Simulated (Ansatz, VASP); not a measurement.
## Two plane-wave programs on Ge

```
CELL_PARAMETERS angstrom
0.00000 2.88598 2.88598
2.88598 0.00000 2.88598
2.88598 2.88598 0.00000
ATOMIC_POSITIONS crystal
Ge 0.50000 0.50000 0.50000
Ge 0.75000 0.75000 0.75000
```

Alike in both runs: task single point; functional PBE; k mesh 10 × 10 × 10; occupations gaussian, width 1 eV; no spin polarisation.

|  | VASP | Ansatz |
| --- | --- | --- |
| version | VASP 6.6.1 | Ansatz 0.2.0 |
| potentials or method | VASP PAW PBE potentials, release 64 (Ge_d), cutoff 520 eV | plane waves (420 eV) with PAW, scalar-relativistic |
| valence electrons in the cell | 28 | 28 |

Ansatz gave:

```
pressure (GPa) : 0.2
```

Q: Which values does VASP return?

A: Pressure (GPa): 0.1.
